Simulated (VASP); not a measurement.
A run of VASP 6.6.1 is set up as follows.

The input INCAR:

```
ALGO = Normal
EDIFF = 1E-6
EDIFFG = -0.001
ENCUT = 600
GGA = CA
IBRION = 2
ISIF = 4
ISMEAR = -1
LASPH = T
LCHARG = F
LREAL = F
LWAVE = F
NELM = 80
NSW = 80
PREC = Accurate
SIGMA = 0.15
```

File KPOINTS:

```
k-points
0
Gamma
  18 18 14
```

The input POSCAR:

```
CrB2
1.0
    2.9263404151      0.0000000000      0.0000000000
   -1.4631702075      2.5342851397      0.0000000000
    0.0000000000      0.0000000000      2.8438194562
Cr B
1 2
Direct
    0.0000000000      0.0000000000      0.0000000000
    0.3333333333      0.6666666667      0.5000000000
    0.6666666667      0.3333333333      0.5000000000
```

Potentials or basis: VASP PAW LDA potentials, release 64 (Cr_pv, B).

Run with:

```console
$ cat potpaw_LDA.64/Cr_pv/POTCAR potpaw_LDA.64/B/POTCAR > POTCAR
$ mpirun -np 1 vasp_std > vasp.out
```

Task: Estimate the band gap on the k mesh.

Result: Zero (band 9 reaches 12.57 eV, above the bottom of band 10 at 10.51 eV).

The path:
| step | energy change (eV) | largest force (eV/Å) | pressure (GPa) | volume (Å³) |
| --- | --- | --- | --- | --- |
| 1 | 0.0000 | 0.0000 | 7.27 | 21.09 |
| 2 | -0.0004 | 0.0000 | 7.29 | 21.09 |
| 3 | -0.0005 | 0.0000 | 7.15 | 21.09 |
| 4 | -0.0005 | 0.0000 | 7.03 | 21.09 |
| 5 | -0.0005 | 0.0000 | 7.19 | 21.09 |
| 6 | -0.0005 | 0.0000 | 7.13 | 21.09 |
| 7 | -0.0005 | 0.0000 | 7.12 | 21.09 |
| 8 | -0.0005 | 0.0000 | 7.11 | 21.09 |
| 9 | -0.0005 | 0.0000 | 7.12 | 21.09 |
| 10 | -0.0005 | 0.0000 | 7.13 | 21.09 |
| 11 | -0.0005 | 0.0000 | 7.13 | 21.09 |
| 12 | -0.0005 | 0.0000 | 7.13 | 21.09 |
| 13 | -0.0005 | 0.0000 | 7.12 | 21.09 |
| 14 | -0.0005 | 0.0000 | 7.10 | 21.09 |
| 15 | -0.0005 | 0.0000 | 7.09 | 21.09 |
| 16 | -0.0005 | 0.0000 | 7.04 | 21.09 |
| 17 | -0.0005 | 0.0000 | 7.21 | 21.09 |

Caveat: the cell differs from its parent crystal (volume scaled by 0.98). Spin polarisation is off, so any magnetic state and its effect on volume and gap are missing.
